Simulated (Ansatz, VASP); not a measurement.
One calculation of SiB6, two programs

```
CELL_PARAMETERS angstrom
0.00000 3.31778 3.31778
3.31778 0.00000 3.31778
3.31778 3.31778 0.00000
ATOMIC_POSITIONS crystal
Si 0.00000 0.00000 0.00000
B 0.31772 0.68228 0.68228
B 0.68228 0.31772 0.31772
B 0.68228 0.31772 0.68228
B 0.31772 0.68228 0.31772
B 0.68228 0.68228 0.31772
B 0.31772 0.31772 0.68228
```

Alike in both runs: functional PBE; k mesh 4 × 4 × 4; occupations gaussian, width 0.2 eV; no spin polarisation.

Ansatz relaxed the structure, and its values are those at the end. VASP's run is a single point on that final structure, the one shown.

|  | VASP | Ansatz |
| --- | --- | --- |
| version | VASP 6.6.1 | Ansatz 0.2.0 |
| potentials or method | VASP PAW PBE potentials, release 64 (Si, B), cutoff 500 eV | scalar-relativistic, plane waves, PAW |
| valence electrons in the cell | 22 | 22 |

Ansatz gave:

* gap on the k mesh at the Fermi level (eV): none
* pressure (GPa): 0.1
* rms of the force components (eV/Å): 0.000

Question: Estimate VASP's values.

Answer: gap on the k mesh at the Fermi level (eV): none; pressure (GPa): 0.1; rms of the force components (eV/Å): 0.019.

A gap of «none» marks a metal or a gap that the smearing closes. The functional is the same, so the differences come from potentials, cutoffs and numerics.

The k mesh is coarse, so the values compare programs but aren't converged.
